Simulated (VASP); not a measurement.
Runs of VASP 6.6.1 on Ti. The structure is cubic, space group Im-3m (No. 229). The conventional cell has a = 3.282 Å, b = 3.282 Å, c = 3.282 Å, α = 90.00°, β = 90.00°, γ = 90.00°. Within 3.7 Å of Ti (site symmetry m-3m) lie 14 Ti at 2.84 to 3.28 Å. 

```csv
task,level,potentials or basis,spin,gap on the mesh (eV),pressure (GPa)
single point,LDA,"VASP PAW LDA potentials, release 64 (Ti_sv)",off,none,-10.7
single point,PBE,"VASP PAW PBE potentials, release 64 (Ti_sv)","non-collinear, zero start, SOC",-,(a)
electric field gradients,r2SCAN,"VASP PAW PBE potentials, release 64 (Ti_sv)",off,none,-2.3
electric field gradients,LDA,"VASP PAW LDA potentials, release 64 (Ti_sv)",off,none,-10.7
```

Alike in all rows: cell as given; k mesh 17 × 17 × 17; cutoff (eV) 520; smearing fermi-dirac 0.08 eV.

**Question.** Estimate the missing entries.

**Answer.** (a) -2.5.

Caveats: the PAW data sets were made with another functional, which shifts forces and pressure a little (some runs).

A gap of «none» marks levels without a gap at the run's occupations.
